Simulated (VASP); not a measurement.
Runs of VASP 6.6.1 on Al2Cu. The structure is that of space group P4/mmm (No. 123), or close to it. The cells are those of the table. 

```tsv
cell	gap on the mesh (eV)	pressure (GPa)
a = 4.121, b = 4.121, c = 2.962 Å, 3 atoms	none	-2.1
a = 4.314, b = 4.314, c = 2.654 Å, 3 atoms	none	(b)
a = 4.314, b = 4.314, c = 2.731 Å, 3 atoms	none	-2.2
a = 4.025, b = 4.025, c = 3.115 Å, 3 atoms	none	-1.6
a = 4.217, b = 4.217, c = 2.808 Å, 3 atoms	none	(a)
a = 4.217, b = 4.217, c = 2.885 Å, 3 atoms	none	-3.6
```

Alike in all rows: task single point; level PBE; potentials or basis VASP PAW PBE potentials, release 64 (Al, Cu); no spin polarisation; k mesh 10 × 10 × 14; cutoff (eV) 520; smearing gaussian 0.15 eV.

Task: Fill in the values left out.

Result: (a) -1.1; (b) 1.4.

Caveats: the cell stands under tension (at least some runs).

A gap of «none» marks levels without a gap at the run's occupations.
